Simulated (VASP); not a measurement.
A run of VASP 6.6.1 is set up as follows.

The input INCAR:

```
ALGO = Normal
EDIFF = 1E-6
ENCUT = 520
GGA = PS
ISIF = 2
ISMEAR = 0
LASPH = T
LCHARG = F
LREAL = F
LWAVE = F
NBANDS = 14
NELM = 80
PREC = Accurate
SIGMA = 0.02
```

The input KPOINTS:

```
k-points
0
Gamma
  8 8 8
```

POSCAR

```
NaCl
1.0
    0.0000000000      2.5731386328      2.5731386328
    2.5731386328      0.0000000000      2.5731386328
    2.5731386328      2.5731386328      0.0000000000
Na Cl
1 1
Direct
    0.0000000000      0.0000000000      0.0000000000
    0.5000000000      0.5000000000      0.5000000000
```

Potentials or basis: VASP PAW PBE potentials, release 64 (Na_pv, Cl).

Run with:

```console
$ cat potpaw_PBE.64/Na_pv/POTCAR potpaw_PBE.64/Cl/POTCAR > POTCAR
$ mpirun -np 1 vasp_std > vasp.out
```

**Question.** Predict the pressure.

**Answer.** 12.2 GPa.

**Question.** Predict the band gap on the k mesh.

**Answer.** 6.18 eV, direct.

Caveat: the PAW data sets were made with another functional, which shifts forces and pressure a little.
